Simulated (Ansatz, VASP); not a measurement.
## One calculation of Rh, two programs

```
Rh
1.0
     0.00000    1.91505    1.91505
     1.91505    0.00000    1.91505
     1.91505    1.91505    0.00000
Rh
1
Direct
  0.00000 0.00000 0.00000
```

Alike in both runs: functional PBE; k mesh 18 × 18 × 18; occupations gaussian, width 0.1 eV; no spin polarisation.

Ansatz relaxed the structure, and its values are those at the end. VASP's run is a single point on that final structure, the one shown.

```csv
,VASP,Ansatz
version,VASP 6.6.1,Ansatz 0.2.0
potentials or method,"VASP PAW PBE potentials, release 64 (Rh_pv), cutoff 500 eV","scalar-relativistic, plane waves, PAW"
valence electrons in the cell,15,17
```

|  | VASP | Ansatz | Ansatz less VASP |
| --- | --- | --- | --- |
| gap on the k mesh at the Fermi level (eV) | none | none | - |
| pressure (GPa) | 0.0 | 0.0 | -0.05 |

A gap of «none» marks a metal or a gap that the smearing closes. With one functional, cell and mesh, what is left measures potentials, basis and numerics. VASP's potentials hold 15 valence electrons a cell and Ansatz's 17, so a difference there can come from the potentials and not from the codes.
